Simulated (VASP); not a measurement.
# B (P6/mmm) in VASP: notebook, part 2 of 3

VASP 6.6.1. Earlier steps stand in the parts before.

### Step 3. Single point, PBEsol

This run uses another cell than the first one, of the same volume but with other edges.

INCAR reads:

```
SYSTEM = B
ALGO = Normal ; EDIFF = 1E-6
ENCUT = 520 ; GGA = PS
ISIF = 2 ; ISMEAR = 0
LASPH = .TRUE. ; LCHARG = .FALSE.
LREAL = .FALSE. ; LWAVE = .FALSE.
NBANDS = 8 ; NELM = 100
PREC = Accurate ; SIGMA = 0.15
```

KPOINTS reads:

```
k-points
0
G
  36 36 14
  0 0 0
```

POSCAR reads:

```
B
1.0
    1.6020513316      0.0000000000      0.0000000000
   -0.8010256658      1.3874171513      0.0000000000
    0.0000000000      0.0000000000      4.1052766585
B
1
Direct
    0.0000000000      0.0000000000      0.0000000000
```

Potentials or basis: VASP PAW PBE potentials, release 64 (B).

Run with:

```
cat potpaw_PBE.64/B/POTCAR > POTCAR
mpirun -np 1 vasp_std > vasp.out
```

OUTCAR:

```text
SYSTEM = B
   EDIFF = 1E-6
   ENCUT = 520
   GGA = PS
   ISIF = 2
   ISMEAR = 0
   LASPH = .TRUE.
   LREAL = .FALSE.
   NELM = 100
   PREC = Accurate

 ion  position               nearest neighbor table
   1  0.000  0.000  0.000-

  LATTYP: Found a hexagonal cell.
 ALAT       =     1.6020513316
 C/A-ratio  =     2.5625125597

  Lattice vectors:

 A1 = (   1.6020513316,   0.0000000000,   0.0000000000)
 A2 = (  -0.8010256658,   1.3874171513,   0.0000000000)
 A3 = (   0.0000000000,   0.0000000000,   4.1052766585)

Analysis of symmetry for initial positions (statically):
=====================================================================
 Subroutine PRICEL returns:
 Original cell was already a primitive cell.

 Routine SETGRP: Setting up the symmetry group for a
 hexagonal supercell.

 Subroutine GETGRP returns: Found 24 space group operations
 (whereof 24 operations were pure point group operations)
 out of a pool of 24 trial point group operations.

The static configuration has the point symmetry D_6h.

Analysis of symmetry for dynamics (positions and initial velocities):
=====================================================================
 Subroutine PRICEL returns:
 Original cell was already a primitive cell.

 Routine SETGRP: Setting up the symmetry group for a
 hexagonal supercell.

 Subroutine GETGRP returns: Found 24 space group operations
 (whereof 24 operations were pure point group operations)
 out of a pool of 24 trial point group operations.

The dynamic configuration has the point symmetry D_6h.

 Subroutine INISYM returns: Found 24 space group operations
 (whereof 24 operations are pure point group operations),
 and found     1 'primitive' translations

----------------------------------------------------------------------------------------

                                     Primitive cell

  volume of cell :       9.1249

  direct lattice vectors                    reciprocal lattice vectors
     1.602051332  0.000000000  0.000000000     0.624199725  0.360381879  0.000000000
    -0.801025666  1.387417151  0.000000000     0.000000000  0.720763758  0.000000000
     0.000000000  0.000000000  4.105276659     0.000000000  0.000000000  0.243588943

  length of vectors
     1.602051332  1.602051332  4.105276659     0.720763758  0.720763758  0.243588943

  position of ions in fractional coordinates (direct lattice)
     0.000000000  0.000000000  0.000000000

  ion indices of the primitive-cell ions
   primitive index   ion index
                 1           1

----------------------------------------------------------------------------------------

 KPOINTS: k-points

Automatic generation of k-mesh.
 Grid dimensions read from file:
 generate k-points for:   36   36   14

 Generating k-lattice:

  Cartesian coordinates                     Fractional coordinates (reciprocal lattice)
     0.017338881  0.010010608  0.000000000     0.027777778  0.000000000  0.000000000
     0.000000000  0.020021216  0.000000000     0.000000000  0.027777778  0.000000000
     0.000000000  0.000000000  0.017399210     0.000000000  0.000000000  0.071428571

  Length of vectors
     0.020021216  0.020021216  0.017399210

  Shift w.r.t. Gamma in fractional coordinates (k-lattice)
     0.000000000  0.000000000  0.000000000

 Subroutine IBZKPT returns following result:
 ===========================================

 Found   1016 irreducible k-points:

 Following reciprocal coordinates:
            Coordinates               Weight
  0.000000  0.000000  0.000000      1.000000
  0.027778  0.000000  0.000000      6.000000
  0.055556  0.000000  0.000000      6.000000
  0.083333  0.000000  0.000000      6.000000
  0.111111  0.000000  0.000000      6.000000
  0.138889 -0.000000  0.000000      6.000000
[... 16 lines left out ...]
  0.111111  0.027778  0.000000     12.000000
  0.138889  0.027778  0.000000     12.000000
 [... further k-points ...]
   k-points           NKPTS =   1016   k-points in BZ     NKDIM =   1016   number of bands    NBANDS=      8
   number of dos      NEDOS =    301   number of ions     NIONS =      1
   total plane-waves  NPLWV =   4608
   dimension x,y,z NGX =    12 NGY =   12 NGZ =   32
   dimension x,y,z NGXF=    24 NGYF=   24 NGZF=   64
   ions per type =               1
   NGX,Y,Z   is equivalent  to a cutoff of  12.45, 12.45, 12.96 a.u.
   NGXF,Y,Z  is equivalent  to a cutoff of  24.90, 24.90, 25.92 a.u.
 SYSTEM =  B
   PREC   = accura    normal or accurate (medium, high low for compatibility)
   ISTART =      0    job   : 0-new  1-cont  2-samecut
   ICHARG =      2    charge: 1-file 2-atom 10-const
   ISPIN  =      1    spin polarized calculation?
   LNONCOLLINEAR =      F non collinear calculations
   LSORBIT =      F    spin-orbit coupling
   LASPH  =      T    aspherical Exc in radial PAW
   ENCUT  =  520.0 eV  38.22 Ry    6.18 a.u.   2.98  2.98  7.63*2*pi/ulx,y,z
   NELM   =    100;   NELMIN=  2; NELMDL= -5     # of ELM steps
   EDIFF  = 0.1E-05   stopping-criterion for ELM
   LREAL  =      F    real-space projection
   EDIFFG = 0.1E-04   stopping-criterion for IOM
   NSW    =      0    number of steps for IOM
   IBRION =     -1    ionic relax: 0-MD 1-quasi-New 2-CG
   NFREE  =      0    steps in history (QN), initial steepest desc. (CG)
   ISIF   =      2    stress and relaxation
   ISYM   =      2    0-nonsym 1-usesym 2-fastsym
   POTIM  = 0.5000    time-step for ionic-motion
   TEBEG  =    0.0;   TEEND  =   0.0 temperature during run
   PSTRESS=    0.0 pullay stress
   NELECT =       3.0000    total number of electrons
   NUPDOWN=      -1.0000    fix difference up-down
   EMIN   =  10.00;   EMAX   =-10.00  energy-range for DOS
   EFERMI =   0.00;   METHOD = LEGACY
   ISMEAR =     0;   SIGMA  =   0.15  broadening in eV -4-tet -1-fermi 0-gaus
   EFERMI_NEDOS =   21; number of points for ismear=-14 and -15
   IALGO  =     38    algorithm
   IMIX   =      4    mixing-type and parameters
     AMIX     =   0.40;   BMIX     =  1.00
     AMIX_MAG =   1.60;   BMIX_MAG =  1.00
  volume/ion in A,a.u.               =       9.12        61.58
  Fermi-wavevector in a.u.,A,eV,Ry     =   1.129900  2.135201 17.370199  1.276674
  Thomas-Fermi vector in A             =   2.266595
   LORBIT       =      0    0 simple, 1 ext, 2 COOP (PROOUT), +10 PAW based schemes
   GGA     = PS    functional components
   LHFCALC =     F    Hartree Fock is set to
   AEXX    =    0.0000 exact exchange contribution
   IVDW    =     0    specifies the selected vdW correction
   LEPSILON=     F    determine dielectric tensor
   LRPA    =     F    only Hartree local field effects (RPA)
 non-spin polarized calculation
 Gauss-broadening in eV      SIGMA  =   0.15
  energy-cutoff  :      520.00
  volume of cell :        9.12
 maximum number of plane-waves:       259
 NGX is ok and might be reduce to    12

 number of electron       3.0000000 magnetization

 Free energy of the ion-electron system (eV)
  ---------------------------------------------------
  ext. energy  EPLUGINS =         0.00000000
  ---------------------------------------------------
  free energy    TOTEN  =        -6.08211864 eV

  energy without entropy =       -6.07998274  energy(sigma->0) =       -6.08105069

 E-fermi :   5.1922     XC(G=0):  -9.6913

 val. band max:        5.1192929070   @ k =   0.3056   0.0833   0.3571
 cond. band min:       5.1944409015   @ k =   0.2778   0.1111   0.1429
 fundamental gap:      0.0751479945
 Fermi energy:         5.1922306560

 k-point     1 :       0.0000    0.0000    0.0000
  band No.  band energies     occupation
      1     -13.2781      2.00000
      2      -3.5460      2.00000
      3       6.3129      0.00000
      4      23.8586      0.00000
      5      28.8447      0.00000
      6      34.6500      0.00000
      7      34.6500      0.00000
      8      57.2923      0.00000

 k-point     2 :       0.0278    0.0000    0.0000
  band No.  band energies     occupation
      1     -13.2406      2.00000
      2      -3.4878      2.00000
      3       6.3654      0.00000
      4      23.9134      0.00000
      5      28.8206      0.00000
      6      34.5035      0.00000
      7      34.5635      0.00000
      8      55.8950      0.00000
[... 221 lines left out ...]
 k-point    23 :       0.1111    0.0278    0.0000
  band No.  band energies     occupation
      1     -12.4935      2.00000
      2      -2.3257      2.00000
      3       7.4109      0.00000
      4      24.9969      0.00000
      5      27.7754      0.00000
      6      31.8097      0.00000
      7      33.5264      0.00000
      8      49.7609      0.00000

 k-point    24 :       0.1389    0.0278    0.0000
  band No.  band energies     occupation
      1     -12.1226      2.00000
      2      -1.7464      2.00000
      3       7.9292      0.00000
      4      25.5273      0.00000
      5      26.8338      0.00000
      6      30.8367      0.00000
      7      33.3424      0.00000
      8      48.9901      0.00000

 [... further k-points ...]
[... 5 lines left out ...]
  --------------------------------------------------------------------------------------
  -------------------------------------------------------------------------------------
  Total        3.5198720      3.5198720     -0.0576237      0.0000000      0.0000000     -0.0000000
  in kB      618.0328098    618.0328098    -10.1177914      0.0000000      0.0000000     -0.0000000
  external PRESSURE =     408.6492760 kB  Pullay stress =       0.0000000 kB

 VOLUME and BASIS-vectors are now :
 -----------------------------------------------------------------------------
  energy-cutoff  :      520.00
  volume of cell :        9.12
      direct lattice vectors                 reciprocal lattice vectors
     1.602051332  0.000000000  0.000000000     0.624199725  0.360381879  0.000000000
    -0.801025666  1.387417151  0.000000000     0.000000000  0.720763758  0.000000000
     0.000000000  0.000000000  4.105276659     0.000000000  0.000000000  0.243588943

 POSITION                                       TOTAL-FORCE (eV/Angst)
 -----------------------------------------------------------------------------------
      0.00000      0.00000      0.00000         0.000000      0.000000      0.000000
 -----------------------------------------------------------------------------------
    total drift:                                0.000000      0.000000      0.000000

  FREE ENERGIE OF THE ION-ELECTRON SYSTEM (eV)
  ---------------------------------------------------
  free  energy   TOTEN  =        -6.0821186390 eV

  energy  without entropy=       -6.0799827418  energy(sigma->0) =       -6.08105069
```

stdout:

```text
POSCAR found type information on POSCAR B
 POSCAR found :  1 types and       1 ions
 scaLAPACK will be used
 -----------------------------------------------------------------------------
|                                                                             |
|                                                                             |
|     You enforced a specific xc type in the INCAR file but a different       |
|     I HOPE YOU KNOW WHAT YOU ARE DOING!                                     |
|                                                                             |
 -----------------------------------------------------------------------------

 LDA part: xc-table for (Slater+PW92), standard interpolation
 POSCAR, INCAR and KPOINTS ok, starting setup
 FFT: planning ... GRIDC
 FFT: planning ... GRID_SOFT
 FFT: planning ... GRID
 WAVECAR not read
 entering main loop
```

It took 22 s on 1 thread of AMD EPYC 9R45 (Zen 5), shared host; peak memory 0.13 GiB.

Results:

| Property | Result |
| --- | --- |
| Free energy | -6.0821 eV |
| Pressure | 40.9 GPa |
| Band gap on the k mesh | zero (an odd number of electrons rules out a gap without spin polarisation) |

Caveat: the cell stands under pressure; the PAW data sets were made with another functional, which shifts forces and pressure a little.

### Step 4. Single point, PBEsol

This run uses another cell than the first one, of the same volume but with other edges.

INCAR reads:

```
ALGO = Normal
EDIFF = 1E-6
ENCUT = 520
GGA = PS
ISIF = 2
ISMEAR = 0
LASPH = T
LCHARG = F
LREAL = F
LWAVE = F
NBANDS = 8
NELM = 60
PREC = Accurate
SIGMA = 0.15
```

KPOINTS reads:

```
k-points
0
Gamma
  36 36 14
```

POSCAR reads:

```
B
1.0
    1.7504144916      0.0000000000      0.0000000000
   -0.8752072458      1.5159034169      0.0000000000
    0.0000000000      0.0000000000      3.4388519915
B
1
Direct
    0.0000000000      0.0000000000      0.0000000000
```

Potentials or basis: VASP PAW PBE potentials, release 64 (B).

Run with:

```
cat potpaw_PBE.64/B/POTCAR > POTCAR
mpirun -np 1 vasp_std > vasp.out
```

OUTCAR:

```text
EDIFF = 1E-6
   ENCUT = 520
   GGA = PS
   ISIF = 2
   ISMEAR = 0
   LASPH = T
   LREAL = F
   NELM = 60
   PREC = Accurate

 ion  position               nearest neighbor table
   1  0.000  0.000  0.000-

  LATTYP: Found a hexagonal cell.
 ALAT       =     1.7504144916
 C/A-ratio  =     1.9645929624

  Lattice vectors:

 A1 = (   1.7504144916,   0.0000000000,   0.0000000000)
 A2 = (  -0.8752072458,   1.5159034169,   0.0000000000)
 A3 = (   0.0000000000,   0.0000000000,   3.4388519915)

Analysis of symmetry for initial positions (statically):
=====================================================================
 Subroutine PRICEL returns:
 Original cell was already a primitive cell.

 Routine SETGRP: Setting up the symmetry group for a
 hexagonal supercell.

 Subroutine GETGRP returns: Found 24 space group operations
 (whereof 24 operations were pure point group operations)
 out of a pool of 24 trial point group operations.

The static configuration has the point symmetry D_6h.

Analysis of symmetry for dynamics (positions and initial velocities):
=====================================================================
 Subroutine PRICEL returns:
[... 155 lines left out ...]

 E-fermi :   5.2984     XC(G=0): -10.4540

 val. band max:        5.2921513404   @ k =   0.2778   0.0556   0.0000
 cond. band min:       5.3012835291   @ k =   0.3611   0.2222   0.3571
 fundamental gap:      0.0091321887
 Fermi energy:         5.2983594066

 k-point     1 :       0.0000    0.0000    0.0000
  band No.  band energies     occupation
      1     -11.3849      2.00000
      2      -0.4763      2.00000
      3       8.1510      0.00000
      4      28.3721      0.00000
      5      28.3721      0.00000
      6      35.0131      0.00000
      7      41.5012      0.00000
      8      49.0638      0.00000
[... 243 lines left out ...]
 k-point    24 :       0.1389    0.0278    0.0000
  band No.  band energies     occupation
      1     -10.3089      2.00000
      2       0.9949      2.00000
      3       9.3703      0.00000
      4      23.9447      0.00000
      5      25.6783      0.00000
      6      35.4471      0.00000
      7      40.9511      0.00000
      8      44.6372      0.00000

 [... further k-points ...]
[... 5 lines left out ...]
  --------------------------------------------------------------------------------------
  -------------------------------------------------------------------------------------
  Total       -1.0763216     -1.0763216      0.0277486      0.0000000     -0.0000000      0.0000000
  in kB     -188.9847339   -188.9847339      4.8722008      0.0000000     -0.0000000      0.0000000
  external PRESSURE =    -124.3657557 kB  Pullay stress =       0.0000000 kB

 VOLUME and BASIS-vectors are now :
 -----------------------------------------------------------------------------
  energy-cutoff  :      520.00
  volume of cell :        9.12
      direct lattice vectors                 reciprocal lattice vectors
     1.750414492  0.000000000  0.000000000     0.571293259  0.329836317  0.000000000
    -0.875207246  1.515903417  0.000000000     0.000000000  0.659672634  0.000000000
     0.000000000  0.000000000  3.438851991     0.000000000  0.000000000  0.290794719

 POSITION                                       TOTAL-FORCE (eV/Angst)
 -----------------------------------------------------------------------------------
      0.00000      0.00000      0.00000         0.000000      0.000000      0.000000
 -----------------------------------------------------------------------------------
    total drift:                                0.000000     -0.000000     -0.000000

  FREE ENERGIE OF THE ION-ELECTRON SYSTEM (eV)
  ---------------------------------------------------
  free  energy   TOTEN  =        -6.2822585155 eV

  energy  without entropy=       -6.2796439638  energy(sigma->0) =       -6.28095124
```

OSZICAR:

```text
N       E                     dE             d eps       ncg     rms          rms(c)
DAV:   1    -0.300363673129E+01   -0.30036E+01   -0.14803E+03 17160   0.286E+02
DAV:   2    -0.659520018942E+01   -0.35916E+01   -0.33553E+01 22264   0.412E+01
DAV:   3    -0.660420123320E+01   -0.90010E-02   -0.89985E-02 18456   0.224E+00
DAV:   4    -0.660420381604E+01   -0.25828E-05   -0.25832E-05 24704   0.338E-02
DAV:   5    -0.660420381671E+01   -0.66487E-09   -0.20471E-09 18400   0.166E-04    0.289E+00
DAV:   6    -0.635962868203E+01    0.24458E+00   -0.21391E-01 17096   0.174E+00    0.160E+00
DAV:   7    -0.628219216698E+01    0.77437E-01   -0.19858E-01 17984   0.165E+00    0.312E-01
DAV:   8    -0.628229480100E+01   -0.10263E-03   -0.75569E-04 18632   0.204E-01    0.430E-02
DAV:   9    -0.628225474967E+01    0.40051E-04   -0.16771E-04 18528   0.510E-02    0.125E-02
DAV:  10    -0.628225852465E+01   -0.37750E-05   -0.34910E-06 19560   0.115E-02    0.349E-03
DAV:  11    -0.628225851550E+01    0.91517E-08   -0.82192E-07 18032   0.338E-03
   1 F= -.62822585E+01 E0= -.62809512E+01  d E =-.261455E-02
```

Run time: 29 s. Hardware: 1 thread of AMD EPYC 9R45 (Zen 5), shared host; peak memory 0.13 GiB.

What came out:

```
Free energy            : -6.2823 eV
Pressure               : -12.4 GPa
Band gap on the k mesh : zero (an odd number of electrons rules out a gap without spin polarisation)
```

Levels at points of the mesh, in eV from the Fermi level:
```
           k point  band 1  band 2  band 3  band 4  band 5  band 6  band 7
(0.00, 0.00, 0.00)  -16.68   -5.77    2.85   23.07   23.07   29.71   36.20
(0.50, 0.00, 0.00)   -8.41    0.58    6.21   14.83   14.95   17.42   19.33
(0.00, 0.00, 0.50)  -16.16   -8.46   10.73   16.21   23.09   23.09   43.99
(0.50, 0.00, 0.50)   -8.27    1.25    4.62   10.56   14.99   23.87   29.28
```

Caveat: the cell stands under tension; the PAW data sets were made with another functional, which shifts forces and pressure a little.

### Step 5. Single point, PBEsol

This run uses another cell than the first one, of the same volume but with other edges.

INCAR reads:

```
  ALGO = Normal
  EDIFF = 1E-6
  ENCUT = 520
  GGA = PS
  ISIF = 2
  ISMEAR = 0
  LASPH = True
  LCHARG = True
  LELF = True
  LREAL = False
  LVHAR = True
  LWAVE = False
  NBANDS = 8
  NELM = 80
  PREC = Accurate
  SIGMA = 0.15
```

KPOINTS is that of step 4.

POSCAR reads:

```
B
1.0
    1.6491972967      0.0000000000      0.0000000000
   -0.8245986483      1.4282467548      0.0000000000
    0.0000000000      0.0000000000      3.8739147206
B
1
Direct
    0.0000000000      0.0000000000      0.0000000000
```

Run with:

```
cat potpaw_PBE.64/B/POTCAR > POTCAR
mpirun -np 1 vasp_std > vasp.out
```

It took 25 s on 1 thread of AMD EPYC 9R45 (Zen 5), shared host; peak memory 0.13 GiB.

It converged, with:

```
Free energy            : -6.2402 eV
Pressure               : 21.1 GPa
Band gap on the k mesh : zero (an odd number of electrons rules out a gap without spin polarisation)
```

Stress tensor (GPa, compression positive):
```
32.23  0.00  0.00
 0.00 32.23  0.00
 0.00  0.00 -1.23
```

Levels at points of the mesh, in eV from the Fermi level:
```
           k point  band 1  band 2  band 3  band 4  band 5  band 6
(0.00, 0.00, 0.00)  -17.86   -7.84    1.54   21.96   27.21   27.21
(0.50, 0.00, 0.00)   -9.41    1.90    6.50   14.34   17.60   18.49
(0.00, 0.00, 0.50)  -17.67   -9.12    7.02   11.17   27.21   27.21
(0.50, 0.00, 0.50)   -9.38    2.16    5.83   12.08   17.61   23.30
```

Caveat: the cell stands under pressure; the PAW data sets were made with another functional, which shifts forces and pressure a little.

(Continued in part 3 of 3.)
